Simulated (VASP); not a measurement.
A run of VASP 6.6.1 is set up as follows.

Contents of INCAR:

```
PREC = Accurate
ENCUT = 520
EDIFF = 1E-6
ISMEAR = 0
SIGMA = 0.01
LREAL = False
LASPH = True
NELM = 60
ALGO = Normal
ISIF = 2
LWAVE = False
LCHARG = True
GGA = PE
LELF = True
LVHAR = True
NBANDS = 12
```

KPOINTS

```
Automatic mesh
0
Gamma
  9 9 6
```

File POSCAR:

```
LiH
1.0
    3.2548234149      0.0000000000      0.0000000000
   -1.6274117074      2.8187597621      0.0000000000
    0.0000000000      0.0000000000      4.0690682547
Li H
2 2
Direct
    0.3333333333      0.6666666667      0.2500000000
    0.6666666667      0.3333333333      0.7500000000
    0.6666666667      0.3333333333      0.2500000000
    0.3333333333      0.6666666667      0.7500000000
```

Potentials or basis: VASP PAW PBE potentials, release 64 (Li_sv, H).

Launch:

```sh
$ cat potpaw_PBE.64/Li_sv/POTCAR potpaw_PBE.64/H/POTCAR > POTCAR
$ mpirun -np 1 vasp_std > vasp.out
```

**Question.** Estimate the band gap on the k mesh.

**Answer.** 1.83 eV (least direct gap 3.07 eV).

 A k mesh can miss the band edges.
